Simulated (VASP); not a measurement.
# InSb2 (Fm-3m) in VASP: further runs, part 2 of 3

VASP 6.6.1. Earlier steps stand in the parts before.

### 4 Relaxation of cell and atoms, PBE

INCAR

```
ALGO = Normal ; EDIFF = 1E-7
EDIFFG = -0.04 ; ENCUT = 600
GGA = PE ; IBRION = 2
ISIF = 3 ; ISMEAR = 0
LASPH = T ; LCHARG = F
LREAL = F ; LWAVE = F
NELM = 100 ; NSW = 90
PREC = Accurate ; SIGMA = 0.1
```

KPOINTS

```
k-points
0
Gamma
  4 4 4
```

POSCAR

```
InSb2
1.0
    0.0000000000      3.4520483400      3.4520483400
    3.4520483400      0.0000000000      3.4520483400
    3.4520483400      3.4520483400      0.0000000000
In Sb
1 2
Direct
    0.0000000000      0.0000000000      0.0000000000
    0.2500000000      0.2500000000      0.2500000000
    0.7500000000      0.7500000000      0.7500000000
```

On the command line:

```bash
$ cat potpaw_PBE.64/In_d/POTCAR potpaw_PBE.64/Sb/POTCAR > POTCAR
$ mpirun -np 1 vasp_std > vasp.out
```

It took 41 s on 1 thread of Intel Xeon Platinum 8488C (Sapphire Rapids), shared host; peak memory 0.24 GiB.

The run converged. Its results:

- Free energy: -10.1091 eV
- Relaxed volume: 31.68 Å³/atom
- Relaxed cell: a = 5.122 Å, b = 5.122 Å, c = 5.122 Å, α = 60.00°, β = 60.00°, γ = 60.00°
- Space group after relaxing (to 0.05 Å): Fm-3m (No. 225)
- Energy gained by relaxing: 107.5 meV/atom
- Ionic steps: 3
- Pressure after relaxing: 0.0 GPa

The path:
```
step  energy change (eV)  largest force (eV/Å)  pressure (GPa)  volume (Å³)
   1              0.0000                0.0000            9.12        82.27
   2             -0.2512                0.0000           -2.91       102.30
   3             -0.3226                0.0000           -0.01        95.03
```

Final structure:
```cif
data_structure
_symmetry_space_group_name_H-M 'P 1'
_symmetry_Int_Tables_number 1
_cell_length_a 5.1222
_cell_length_b 5.1222
_cell_length_c 5.1222
_cell_angle_alpha 60.000
_cell_angle_beta 60.000
_cell_angle_gamma 60.000
_cell_volume 95.03
loop_
_atom_site_label
_atom_site_type_symbol
_atom_site_fract_x
_atom_site_fract_y
_atom_site_fract_z
_atom_site_occupancy
In1 In 0.00000 0.00000 0.00000 1
Sb1 Sb 0.25000 0.25000 0.25000 1
Sb2 Sb 0.75000 0.75000 0.75000 1
```

Levels at points of the mesh, in eV from the Fermi level:
```
           k point  band 8  band 9  band 10  band 11  band 12  band 13  band 14  band 15
(0.00, 0.00, 0.00)   -1.77   -1.77    -1.77    -1.34    -0.20    -0.20    -0.20     2.47
(0.50, 0.00, 0.00)   -4.26   -2.13    -2.13    -1.37    -0.97    -0.97     2.85     4.64
(0.50, 0.50, 0.00)   -6.47   -3.74    -3.74    -0.55     2.14     2.14     2.96     4.25
```

Caveat: the k points lie up to 0.38 Å⁻¹ apart in the final cell; the volume moved by over 15 % at a fixed basis, so the end points are rough; spin-orbit coupling is left out, which moves the levels of the heavy elements.

### 5 Single point, PBE

This run uses another cell than the first one, of 31.48 Å³/atom, 1.148 times its volume.

INCAR

```
ALGO = Normal
EDIFF = 1E-6
ENCUT = 520
GGA = PE
ISIF = 2
ISMEAR = 0
LASPH = T
LCHARG = F
LREAL = F
LWAVE = F
NBANDS = 18
NELM = 100
PREC = Accurate
SIGMA = 0.1
```

KPOINTS

```
k-points
0
Gamma
  12 12 12
```

POSCAR

```
InSb2
1.0
    0.0000000000      3.6144682596      3.6144682596
    3.6144682596      0.0000000000      3.6144682596
    3.6144682596      3.6144682596      0.0000000000
In Sb
1 2
Direct
    0.0000000000      0.0000000000      0.0000000000
    0.2500000000      0.2500000000      0.2500000000
    0.7500000000      0.7500000000      0.7500000000
```

Potentials or basis: VASP PAW PBE potentials, release 64 (In_d, Sb).

On the command line:

```bash
$ cat potpaw_PBE.64/In_d/POTCAR potpaw_PBE.64/Sb/POTCAR > POTCAR
$ mpirun -np 1 vasp_std > vasp.out
```

OUTCAR:

```text
EDIFF = 1E-6
   ENCUT = 520
   GGA = PE
   ISIF = 2
   ISMEAR = 0
   LASPH = T
   LREAL = F
   NELM = 100
   PREC = Accurate

 ion  position               nearest neighbor table
   1  0.000  0.000  0.000-   3 3.13   3 3.13   3 3.13   2 3.13   2 3.13   2 3.13   3 3.13   2 3.13

   2  0.250  0.250  0.250-   1 3.13   1 3.13   1 3.13   1 3.13   3 3.61   3 3.61   3 3.61   3 3.61
                             3 3.61   3 3.61
   3  0.750  0.750  0.750-   1 3.13   1 3.13   1 3.13   1 3.13   2 3.61   2 3.61   2 3.61   2 3.61
                             2 3.61   2 3.61

  LATTYP: Found a face centered cubic cell.
 ALAT       =     7.2289365192

  Lattice vectors:

 A1 = (   0.0000000000,   3.6144682596,   3.6144682596)
 A2 = (   3.6144682596,   0.0000000000,   3.6144682596)
 A3 = (   3.6144682596,   3.6144682596,   0.0000000000)

Analysis of symmetry for initial positions (statically):
=====================================================================
 Subroutine PRICEL returns:
 Original cell was already a primitive cell.

 Routine SETGRP: Setting up the symmetry group for a
 face centered cubic supercell.

 Subroutine GETGRP returns: Found 48 space group operations
 (whereof 48 operations were pure point group operations)
 out of a pool of 48 trial point group operations.

The static configuration has the point symmetry O_h .

Analysis of symmetry for dynamics (positions and initial velocities):
=====================================================================
 Subroutine PRICEL returns:
 Original cell was already a primitive cell.

 Routine SETGRP: Setting up the symmetry group for a
 face centered cubic supercell.

 Subroutine GETGRP returns: Found 48 space group operations
 (whereof 48 operations were pure point group operations)
 out of a pool of 48 trial point group operations.

The dynamic configuration has the point symmetry O_h .

 Subroutine INISYM returns: Found 48 space group operations
 (whereof 48 operations are pure point group operations),
 and found     1 'primitive' translations

----------------------------------------------------------------------------------------

                                     Primitive cell

  volume of cell :      94.4416

  direct lattice vectors                    reciprocal lattice vectors
     0.000000000  3.614468260  3.614468260    -0.138332934  0.138332934  0.138332934
     3.614468260  0.000000000  3.614468260     0.138332934 -0.138332934  0.138332934
     3.614468260  3.614468260  0.000000000     0.138332934  0.138332934 -0.138332934

  length of vectors
     5.111630033  5.111630033  5.111630033     0.239599670  0.239599670  0.239599670

  position of ions in fractional coordinates (direct lattice)
     0.000000000  0.000000000  0.000000000
     0.250000000  0.250000000  0.250000000
     0.750000000  0.750000000  0.750000000

  ion indices of the primitive-cell ions
   primitive index   ion index
                 1           1
                 2           2
                 3           3

----------------------------------------------------------------------------------------

 KPOINTS: k-points

Automatic generation of k-mesh.
 Grid dimensions read from file:
 generate k-points for:   12   12   12

 Generating k-lattice:

  Cartesian coordinates                     Fractional coordinates (reciprocal lattice)
    -0.011527745  0.011527745  0.011527745     0.083333333  0.000000000  0.000000000
     0.011527745 -0.011527745  0.011527745     0.000000000  0.083333333  0.000000000
     0.011527745  0.011527745 -0.011527745     0.000000000  0.000000000  0.083333333

  Length of vectors
     0.019966639  0.019966639  0.019966639

  Shift w.r.t. Gamma in fractional coordinates (k-lattice)
     0.000000000  0.000000000  0.000000000

 Subroutine IBZKPT returns following result:
 ===========================================

 Found     72 irreducible k-points:

 Following reciprocal coordinates:
            Coordinates               Weight
  0.000000  0.000000  0.000000      1.000000
  0.083333  0.000000  0.000000      8.000000
  0.166667  0.000000  0.000000      8.000000
  0.250000  0.000000  0.000000      8.000000
  0.333333  0.000000  0.000000      8.000000
  0.416667  0.000000  0.000000      8.000000
[... 16 lines left out ...]
  0.500000  0.166667  0.000000     24.000000
 -0.416667  0.166667  0.000000     24.000000
 [... further k-points ...]
   k-points           NKPTS =     72   k-points in BZ     NKDIM =     72   number of bands    NBANDS=     18
   number of dos      NEDOS =    301   number of ions     NIONS =      3
   total plane-waves  NPLWV =  64000
   dimension x,y,z NGX =    40 NGY =   40 NGZ =   40
   dimension x,y,z NGXF=    80 NGYF=   80 NGZF=   80
   ions per type =               1   2
   NGX,Y,Z   is equivalent  to a cutoff of  13.01, 13.01, 13.01 a.u.
   NGXF,Y,Z  is equivalent  to a cutoff of  26.02, 26.02, 26.02 a.u.
 SYSTEM =  unknown system
   PREC   = accura    normal or accurate (medium, high low for compatibility)
   ISTART =      0    job   : 0-new  1-cont  2-samecut
   ICHARG =      2    charge: 1-file 2-atom 10-const
   ISPIN  =      1    spin polarized calculation?
   LNONCOLLINEAR =      F non collinear calculations
   LSORBIT =      F    spin-orbit coupling
   LASPH  =      T    aspherical Exc in radial PAW
   ENCUT  =  520.0 eV  38.22 Ry    6.18 a.u.   9.50  9.50  9.50*2*pi/ulx,y,z
   NELM   =    100;   NELMIN=  2; NELMDL= -5     # of ELM steps
   EDIFF  = 0.1E-05   stopping-criterion for ELM
   LREAL  =      F    real-space projection
   EDIFFG = 0.1E-04   stopping-criterion for IOM
   NSW    =      0    number of steps for IOM
   IBRION =     -1    ionic relax: 0-MD 1-quasi-New 2-CG
   NFREE  =      0    steps in history (QN), initial steepest desc. (CG)
   ISIF   =      2    stress and relaxation
   ISYM   =      2    0-nonsym 1-usesym 2-fastsym
   POTIM  = 0.5000    time-step for ionic-motion
   TEBEG  =    0.0;   TEEND  =   0.0 temperature during run
   PSTRESS=    0.0 pullay stress
   NELECT =      23.0000    total number of electrons
   NUPDOWN=      -1.0000    fix difference up-down
   EMIN   =  10.00;   EMAX   =-10.00  energy-range for DOS
   EFERMI =   0.00;   METHOD = LEGACY
   ISMEAR =     0;   SIGMA  =   0.10  broadening in eV -4-tet -1-fermi 0-gaus
   EFERMI_NEDOS =   21; number of points for ismear=-14 and -15
   IALGO  =     38    algorithm
   IMIX   =      4    mixing-type and parameters
     AMIX     =   0.40;   BMIX     =  1.00
     AMIX_MAG =   1.60;   BMIX_MAG =  1.00
  volume/ion in A,a.u.               =      31.48       212.44
  Fermi-wavevector in a.u.,A,eV,Ry     =   1.022342  1.931947 14.220591  1.045184
  Thomas-Fermi vector in A             =   2.156016
   LORBIT       =      0    0 simple, 1 ext, 2 COOP (PROOUT), +10 PAW based schemes
   GGA     = PE    functional components
   LHFCALC =     F    Hartree Fock is set to
   AEXX    =    0.0000 exact exchange contribution
   IVDW    =     0    specifies the selected vdW correction
   LEPSILON=     F    determine dielectric tensor
   LRPA    =     F    only Hartree local field effects (RPA)
 non-spin polarized calculation
 Gauss-broadening in eV      SIGMA  =   0.10
  energy-cutoff  :      520.00
  volume of cell :       94.44
 maximum number of plane-waves:      2637
 NGX is ok and might be reduce to    40
   NGX = 19   NGY = 19   NGZ = 19

 number of electron      22.9999993 magnetization

 Free energy of the ion-electron system (eV)
  ---------------------------------------------------
  ext. energy  EPLUGINS =         0.00000000
  ---------------------------------------------------
  free energy    TOTEN  =       -10.11167994 eV

  energy without entropy =      -10.10355785  energy(sigma->0) =      -10.10761889

 E-fermi :   6.2394     XC(G=0):  -9.2970

 val. band max:        6.2288483271   @ k =   0.2500   0.1667   0.0000
 cond. band min:       6.2445798612   @ k =   0.2500   0.2500   0.0000
 fundamental gap:      0.0157315341
 Fermi energy:         6.2393979435

 k-point     1 :       0.0000    0.0000    0.0000
  band No.  band energies     occupation
      1      -8.3737      2.00000
      2      -8.3737      2.00000
      3      -8.3737      2.00000
      4      -8.3137      2.00000
      5      -8.3137      2.00000
      6      -5.1422      2.00000
[... 10 lines left out ...]
     17       8.5937      0.00000
     18      11.2566      0.00000
[... 463 lines left out ...]
 k-point    24 :      -0.4167    0.1667    0.0000
  band No.  band energies     occupation
      1      -8.3934      2.00000
      2      -8.3704      2.00000
      3      -8.3611      2.00000
      4      -8.3147      2.00000
      5      -8.3134      2.00000
      6      -3.3768      2.00000
[... 10 lines left out ...]
     17      11.9020      0.00000
     18      12.9830      0.00000

 [... further k-points ...]
[... 5 lines left out ...]
  --------------------------------------------------------------------------------------
  -------------------------------------------------------------------------------------
  Total       -0.0004870     -0.0004870     -0.0004870     -0.0000000     -0.0000000      0.0000000
  in kB       -0.0082621     -0.0082621     -0.0082621     -0.0000000     -0.0000000      0.0000000
  external PRESSURE =      -0.0082621 kB  Pullay stress =       0.0000000 kB

 VOLUME and BASIS-vectors are now :
 -----------------------------------------------------------------------------
  energy-cutoff  :      520.00
  volume of cell :       94.44
      direct lattice vectors                 reciprocal lattice vectors
     0.000000000  3.614468260  3.614468260    -0.138332934  0.138332934  0.138332934
     3.614468260  0.000000000  3.614468260     0.138332934 -0.138332934  0.138332934
     3.614468260  3.614468260  0.000000000     0.138332934  0.138332934 -0.138332934

 POSITION                                       TOTAL-FORCE (eV/Angst)
 -----------------------------------------------------------------------------------
      0.00000      0.00000      0.00000         0.000000      0.000000      0.000000
      1.80723      1.80723      1.80723         0.000000      0.000000      0.000000
      5.42170      5.42170      5.42170        -0.000000     -0.000000     -0.000000
 -----------------------------------------------------------------------------------
    total drift:                               -0.000000      0.000000      0.000000

  FREE ENERGIE OF THE ION-ELECTRON SYSTEM (eV)
  ---------------------------------------------------
  free  energy   TOTEN  =       -10.1116799351 eV

  energy  without entropy=      -10.1035578541  energy(sigma->0) =      -10.10761889
```

stdout:

```text
POSCAR found type information on POSCAR InSb
 POSCAR found :  2 types and       3 ions
 scaLAPACK will be used
 LDA part: xc-table for (Slater+PW92), standard interpolation
 POSCAR, INCAR and KPOINTS ok, starting setup
 FFT: planning ... GRIDC
 FFT: planning ... GRID_SOFT
 FFT: planning ... GRID
 WAVECAR not read
 entering main loop
```

It took 84 s on 1 thread of Intel Xeon Platinum 8488C (Sapphire Rapids), shared host; peak memory 0.31 GiB.

What came out:

* Free energy: -10.1117 eV
* Pressure: 0.0 GPa

Levels at points of the mesh, in eV from the Fermi level:
```tsv
k point	band 9	band 10	band 11	band 12	band 13	band 14
(0.00, 0.00, 0.00)	-1.90	-1.90	-1.44	-0.33	-0.33	-0.33
(0.50, 0.00, 0.00)	-2.27	-2.27	-1.49	-1.10	-1.10	2.76
(0.50, 0.50, 0.00)	-3.89	-3.89	-0.68	2.04	2.04	2.86
```

Caveat: spin-orbit coupling is left out, which moves the levels of the heavy elements.

(Continued in part 3 of 3.)
